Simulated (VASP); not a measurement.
# InSb (R-3m) in VASP: notebook, part 2 of 2

VASP 6.6.1. The steps go on from the part before.

## Step 5: Single point, PBEsol

This run uses another cell than the first one, of the same volume but with other edges.

Input file INCAR:

```
SYSTEM = InSb
  ALGO = Normal
  EDIFF = 1E-6
  ENCUT = 520
  GGA = PS
  ISIF = 2
  ISMEAR = 0
  LASPH = .TRUE.
  LCHARG = .FALSE.
  LREAL = .FALSE.
  LWAVE = .FALSE.
  NBANDS = 16
  NELM = 60
  PREC = Accurate
  SIGMA = 0.15
```

Input file KPOINTS:

```
k-points
0
G
  16 16 16
  0 0 0
```

Input file POSCAR:

```
InSb
1.0
   -0.1469425321      3.0018260120      3.0018260120
    3.0018260120     -0.1469425321      3.0018260120
    3.0018260120      3.0018260120     -0.1469425321
In Sb
1 1
Direct
    0.0000000000      0.0000000000      0.0000000000
    0.5000000000      0.5000000000      0.5000000000
```

Potentials or basis: VASP PAW PBE potentials, release 64 (In_d, Sb).

Launch:

```console
$ cat potpaw_PBE.64/In_d/POTCAR potpaw_PBE.64/Sb/POTCAR > POTCAR
$ mpirun -np 1 vasp_std > vasp.out
```

OUTCAR:

```text
SYSTEM = InSb
   EDIFF = 1E-6
   ENCUT = 520
   GGA = PS
   ISIF = 2
   ISMEAR = 0
   LASPH = .TRUE.
   LREAL = .FALSE.
   NELM = 60
   PREC = Accurate

 ion  position               nearest neighbor table
   1  0.000  0.000  0.000-   2 3.08   2 3.08   2 3.08   2 3.08   2 3.08   2 3.08
   2  0.500  0.500  0.500-   1 3.08   1 3.08   1 3.08   1 3.08   1 3.08   1 3.08

  LATTYP: Found a trigonal (rhomboedric) cell.
 ALAT       =     4.2477654032
 COS(alpha) =     0.4505091948

  Lattice vectors:

 A1 = (  -0.1469425321,   3.0018260120,   3.0018260120)
 A2 = (   3.0018260120,  -0.1469425321,   3.0018260120)
 A3 = (   3.0018260120,   3.0018260120,  -0.1469425321)

Analysis of symmetry for initial positions (statically):
=====================================================================
 Subroutine PRICEL returns:
 Original cell was already a primitive cell.

 Routine SETGRP: Setting up the symmetry group for a
 trigonal (rhombohedral) supercell.

 Subroutine GETGRP returns: Found 12 space group operations
 (whereof 12 operations were pure point group operations)
[... 157 lines left out ...]
  ---------------------------------------------------
  ext. energy  EPLUGINS =         0.00000000
  ---------------------------------------------------
  free energy    TOTEN  =        -7.50746730 eV

  energy without entropy =       -7.49512011  energy(sigma->0) =       -7.50129371

 E-fermi :   6.4342     XC(G=0):  -9.8578

 val. band max:        6.4326703426   @ k =   0.5000   0.4375   0.4375
 cond. band min:       6.4345700193   @ k =   0.4375   0.4375   0.2500
 fundamental gap:      0.0018996767
 Fermi energy:         6.4342369998

 k-point     1 :       0.0000    0.0000    0.0000
  band No.  band energies     occupation
      1      -7.8883      2.00000
      2      -7.8883      2.00000
      3      -7.8577      2.00000
      4      -7.8577      2.00000
      5      -7.8573      2.00000
      6      -4.4811      2.00000
[... 433 lines left out ...]
      3      -7.8579      2.00000
      4      -7.8559      2.00000
      5      -7.8546      2.00000
      6      -4.3765      2.00000
[... 8 lines left out ...]
     15      12.8288      0.00000
     16      13.5645      0.00000

 [... further k-points ...]
[... 5 lines left out ...]
  --------------------------------------------------------------------------------------
  -------------------------------------------------------------------------------------
  Total       -1.0039850     -1.0039850     -1.0039850      0.1459586      0.1459586      0.1459586
  in kB      -27.7014586    -27.7014586    -27.7014586      4.0272177      4.0272177      4.0272177
  external PRESSURE =     -27.7014586 kB  Pullay stress =       0.0000000 kB

 VOLUME and BASIS-vectors are now :
 -----------------------------------------------------------------------------
  energy-cutoff  :      520.00
  volume of cell :       58.07
      direct lattice vectors                 reciprocal lattice vectors
    -0.146942532  3.001826012  3.001826012    -0.154808202  0.162776271  0.162776271
     3.001826012 -0.146942532  3.001826012     0.162776271 -0.154808202  0.162776271
     3.001826012  3.001826012 -0.146942532     0.162776271  0.162776271 -0.154808202

 POSITION                                       TOTAL-FORCE (eV/Angst)
 -----------------------------------------------------------------------------------
      0.00000      0.00000      0.00000         0.000000     -0.000000     -0.000000
      2.92835      2.92835      2.92835        -0.000000      0.000000      0.000000
 -----------------------------------------------------------------------------------
    total drift:                                0.000000     -0.000000     -0.000000

  FREE ENERGIE OF THE ION-ELECTRON SYSTEM (eV)
  ---------------------------------------------------
  free  energy   TOTEN  =        -7.5074672998 eV

  energy  without entropy=       -7.4951201126  energy(sigma->0) =       -7.50129371
```

OSZICAR:

```text
N       E                     dE             d eps       ncg     rms          rms(c)
DAV:   1     0.109589317029E+03    0.10959E+03   -0.80069E+03 13368   0.117E+03
DAV:   2    -0.984720013112E+00   -0.11057E+03   -0.10692E+03 15256   0.288E+02
DAV:   3    -0.740758878921E+01   -0.64229E+01   -0.63700E+01 16920   0.691E+01
DAV:   4    -0.757176654278E+01   -0.16418E+00   -0.16414E+00 16848   0.121E+01
DAV:   5    -0.757976178194E+01   -0.79952E-02   -0.79951E-02 19568   0.223E+00    0.307E+00
DAV:   6    -0.751380106807E+01    0.65961E-01   -0.12880E-01 17624   0.602E+00    0.168E+00
DAV:   7    -0.750810752094E+01    0.56935E-02   -0.25837E-02 18648   0.204E+00    0.508E-01
DAV:   8    -0.750745038466E+01    0.65714E-03   -0.23359E-03 16976   0.622E-01    0.129E-01
DAV:   9    -0.750746946419E+01   -0.19080E-04   -0.16122E-04 18624   0.141E-01    0.529E-02
DAV:  10    -0.750746702217E+01    0.24420E-05   -0.11927E-05 19240   0.361E-02    0.207E-02
DAV:  11    -0.750746729978E+01   -0.27760E-06   -0.18732E-06 16496   0.159E-02
   1 F= -.75074673E+01 E0= -.75012937E+01  d E =-.123472E-01
```

Run time: 2.8 min. Hardware: 1 thread of Intel Xeon Platinum 8488C (Sapphire Rapids), shared host; peak memory 0.5 GiB.

Results:

* Free energy: -7.5075 eV
* Pressure: -2.8 GPa
* Band gap on the k mesh: zero (band 9 reaches 7.15 eV, above the bottom of band 10 at 4.65 eV)

Caveat: the PAW data sets were made with another functional, which shifts forces and pressure a little; spin-orbit coupling is left out, which moves the levels of the heavy elements.

## Step 6: Single point, PBEsol

This run uses another cell than the first one, of the same volume but with other edges.

Input file INCAR:

```
ALGO     = Normal         # electronic algorithm
EDIFF    = 1E-6           # SCF threshold, eV
ENCUT    = 520            # plane-wave cutoff, eV
GGA      = PS             # functional
ISIF     = 2              # what is computed and relaxed
ISMEAR   = 0              # smearing method
LASPH    = True           # aspherical terms in the spheres
LCHARG   = True           # write CHGCAR
LELF     = True           # ELF
LREAL    = False          # projectors in reciprocal space
LVHAR    = True         
LWAVE    = False          # write WAVECAR
NBANDS   = 16             # bands
NELM     = 100            # most SCF steps
PREC     = Accurate       # precision mode
SIGMA    = 0.15           # smearing width, eV
```

Input file KPOINTS:

```
k-points
0
Gamma
  16 16 16
```

Input file POSCAR:

```
InSb
1.0
    0.1597690050      3.1554378485      3.1554378485
    3.1554378485      0.1597690050      3.1554378485
    3.1554378485      3.1554378485      0.1597690050
In Sb
1 1
Direct
    0.0000000000      0.0000000000      0.0000000000
    0.5000000000      0.5000000000      0.5000000000
```

Potentials or basis: VASP PAW PBE potentials, release 64 (In_d, Sb).

Launch:

```console
$ cat potpaw_PBE.64/In_d/POTCAR potpaw_PBE.64/Sb/POTCAR > POTCAR
$ mpirun -np 1 vasp_std > vasp.out
```

OUTCAR:

```text
EDIFF = 1E-6
   ENCUT = 520
   GGA = PS
   ISIF = 2
   ISMEAR = 0
   LASPH = True
   LREAL = False
   NELM = 100
   PREC = Accurate

 ion  position               nearest neighbor table
   1  0.000  0.000  0.000-   2 3.08   2 3.08   2 3.08   2 3.08   2 3.08   2 3.08
   2  0.500  0.500  0.500-   1 3.08   1 3.08   1 3.08   1 3.08   1 3.08   1 3.08

  LATTYP: Found a trigonal (rhomboedric) cell.
 ALAT       =     4.4653221795
 COS(alpha) =     0.5499279885

  Lattice vectors:

 A1 = (   0.1597690050,   3.1554378485,   3.1554378485)
[... 627 lines left out ...]
      4      -7.8549      2.00000
      5      -7.8523      2.00000
      6      -4.3656      2.00000
[... 8 lines left out ...]
     15      12.7514      0.00000
     16      13.4231      0.00000

 [... further k-points ...]
[... 5 lines left out ...]
  --------------------------------------------------------------------------------------
  -------------------------------------------------------------------------------------
  Total       -0.9962861     -0.9962861     -0.9962861     -0.1357563     -0.1357563     -0.1357563
  in kB      -27.4890337    -27.4890337    -27.4890337     -3.7457206     -3.7457206     -3.7457206
  external PRESSURE =     -27.4890337 kB  Pullay stress =       0.0000000 kB

 VOLUME and BASIS-vectors are now :
 -----------------------------------------------------------------------------
  energy-cutoff  :      520.00
  volume of cell :       58.07
      direct lattice vectors                 reciprocal lattice vectors
     0.159769005  3.155437849  3.155437849    -0.171028811  0.162786458  0.162786458
     3.155437849  0.159769005  3.155437849     0.162786458 -0.171028811  0.162786458
     3.155437849  3.155437849  0.159769005     0.162786458  0.162786458 -0.171028811

 POSITION                                       TOTAL-FORCE (eV/Angst)
 -----------------------------------------------------------------------------------
      0.00000      0.00000      0.00000         0.000000     -0.000000      0.000000
      3.23532      3.23532      3.23532        -0.000000      0.000000     -0.000000
 -----------------------------------------------------------------------------------
    total drift:                               -0.000000      0.000000      0.000000

  FREE ENERGIE OF THE ION-ELECTRON SYSTEM (eV)
  ---------------------------------------------------
  free  energy   TOTEN  =        -7.5070950060 eV

  energy  without entropy=       -7.4944768920  energy(sigma->0) =       -7.50078595
```

OSZICAR:

```text
N       E                     dE             d eps       ncg     rms          rms(c)
DAV:   1     0.109201695574E+03    0.10920E+03   -0.79891E+03 13368   0.117E+03
DAV:   2    -0.103439029635E+01   -0.11024E+03   -0.10673E+03 15320   0.288E+02
DAV:   3    -0.740548832468E+01   -0.63711E+01   -0.63123E+01 17168   0.688E+01
DAV:   4    -0.757059597610E+01   -0.16511E+00   -0.16506E+00 16744   0.121E+01
DAV:   5    -0.757884946148E+01   -0.82535E-02   -0.82533E-02 19496   0.227E+00    0.307E+00
DAV:   6    -0.751347174290E+01    0.65378E-01   -0.12740E-01 17680   0.599E+00    0.167E+00
DAV:   7    -0.750774567490E+01    0.57261E-02   -0.26064E-02 18640   0.205E+00    0.500E-01
DAV:   8    -0.750707897336E+01    0.66670E-03   -0.23877E-03 16904   0.630E-01    0.129E-01
DAV:   9    -0.750709742409E+01   -0.18451E-04   -0.16618E-04 18792   0.142E-01    0.521E-02
DAV:  10    -0.750709476239E+01    0.26617E-05   -0.11907E-05 19136   0.367E-02    0.209E-02
DAV:  11    -0.750709500599E+01   -0.24361E-06   -0.19348E-06 16832   0.163E-02
   1 F= -.75070950E+01 E0= -.75007859E+01  d E =-.126181E-01
```

stdout:

```text
POSCAR found type information on POSCAR InSb
 POSCAR found :  2 types and       2 ions
 scaLAPACK will be used
 -----------------------------------------------------------------------------
|                                                                             |
|                                                                             |
|     You enforced a specific xc type in the INCAR file but a different       |
|     I HOPE YOU KNOW WHAT YOU ARE DOING!                                     |
|                                                                             |
 -----------------------------------------------------------------------------

 LDA part: xc-table for (Slater+PW92), standard interpolation
 POSCAR, INCAR and KPOINTS ok, starting setup
 FFT: planning ... GRIDC
 FFT: planning ... GRID_SOFT
 FFT: planning ... GRID
 WAVECAR not read
 entering main loop
```

It took 4.4 min on 1 thread of Intel Xeon Platinum 8488C (Sapphire Rapids), shared host; peak memory 0.52 GiB.

Results:

* Free energy: -7.5071 eV
* Pressure: -2.7 GPa
* Band gap on the k mesh: zero (band 9 reaches 7.22 eV, above the bottom of band 10 at 4.66 eV)

Caveat: the PAW data sets were made with another functional, which shifts forces and pressure a little; spin-orbit coupling is left out, which moves the levels of the heavy elements.

## Step 7: Overview

```tsv
cell	gap on the mesh (eV)	pressure (GPa)
a = 4.142 Å, angles 67.3°, 2 atoms	none	-2.9
a = 4.652 Å, angles 52.2°, 2 atoms	none	-2.8
a = 5.475 Å, angles 38.9°, 2 atoms	none	-3.6
a = 4.248 Å, angles 63.2°, 2 atoms	none	-2.8
a = 4.465 Å, angles 56.6°, 2 atoms	none	-2.7
```

Alike in all rows: task single point; level PBEsol; potentials or basis VASP PAW PBE potentials, release 64 (In_d, Sb); no spin polarisation; k mesh 16 × 16 × 16; cutoff (eV) 520; smearing gaussian 0.15 eV.

Caveats: the PAW data sets were made with another functional, which shifts forces and pressure a little; spin-orbit coupling is left out, which moves the levels of the heavy elements.

Total energies depend on the potentials used, so only differences within one code and one set of settings carry meaning.
